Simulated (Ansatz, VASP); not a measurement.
One calculation of Cu, two programs

```xyz
1
Lattice="-1.4212 1.4212 1.3554 1.4212 -1.4212 1.3554 1.4212 1.4212 -1.3554" Properties=species:S:1:pos:R:3 pbc="T T T"
Cu    0.0000    0.0000    0.0000
```

Change from the starting cell: strain -0.015 along x and y, -0.015 along z, atoms carried along.

Alike in both runs: task single point; functional PBEsol; k mesh 24 × 24 × 24; occupations gaussian, width 0.15 eV; no spin polarisation.

```csv
,VASP,Ansatz
version,VASP 6.6.1,Ansatz 0.2.0
potentials or method,"VASP PAW PBE potentials, release 64 (Cu), cutoff 520 eV","scalar-relativistic, plane waves, PAW"
valence electrons in the cell,11,19
```

|  | VASP | Ansatz | Ansatz less VASP |
| --- | --- | --- | --- |
| gap on the k mesh at the Fermi level (eV) | none | none | - |
| pressure (GPa) | 7.4 | 6.6 | -0.77 |

VASP's potentials were made for PBE, not for PBEsol. A gap of «none» marks a metal or a gap that the smearing closes. VASP's potentials hold 11 valence electrons a cell and Ansatz's 19, so a difference there can come from the potentials and not from the codes.
